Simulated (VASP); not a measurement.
# SiC: single point with PBE

Crystal: SiC.

```xyz
4
Lattice="2.9917 0.0000 0.0000 -1.4958 2.5909 0.0000 0.0000 0.0000 4.9096" Properties=species:S:1:pos:R:3 pbc="T T T"
Si    0.0000    1.7272    0.0000
Si    1.4958    0.8636    2.4548
C     0.0000    1.7272    1.8902
C     1.4958    0.8636    4.3450
```

| Item | Value |
| --- | --- |
| Program | VASP 6.6.1 |
| Task | single point |
| Functional | PBE |
| Potentials or basis | VASP PAW PBE potentials, release 64 (Si, C) |
| Cutoff | 520 eV |
| k mesh | 12 × 12 × 4 |
| Occupations | gaussian, width 0.01 eV |
| Spin | no spin polarisation |

```json
{
  "Pressure": "25.8 GPa",
  "Largest force": "0.892 eV/Å",
  "Band gap on the k mesh": "2.16 eV (least direct gap 4.25 eV)"
}
```

Forces in eV/Å, atoms in the order of the input:
```
Si   0.000  0.000  0.892
Si   0.000  0.000  0.892
C    0.000  0.000 -0.892
C    0.000  0.000 -0.892
```

Stress tensor (GPa, compression positive):
```
28.77  0.00  0.00
 0.00 28.77  0.00
 0.00  0.00 19.91
```

Levels at points of the mesh, in eV from the valence-band top:
```tsv
k point	band 5	band 6	band 7	band 8	band 9	band 10	band 11	band 12
(0.00, 0.00, 0.00)	-1.59	-0.27	-0.27	0.00	5.37	6.89	7.01	7.01
(0.50, 0.00, 0.00)	-5.73	-3.71	-3.50	-1.50	2.75	4.30	7.39	7.52
(0.00, 0.00, 0.50)	-0.98	-0.98	-0.98	-0.98	6.46	6.46	7.64	7.64
(0.50, 0.00, 0.50)	-2.79	-2.79	-2.43	-2.43	3.34	3.34	5.38	5.38
```

It took 14 s on 1 thread of Intel(R) Xeon(R) Platinum 8488C (Sapphire Rapids), on a shared host, peak memory 0.16 GiB.

Caveat: the cell stands under pressure. Expect the measured gap to be larger: semilocal functionals such as PBE lack the derivative discontinuity.
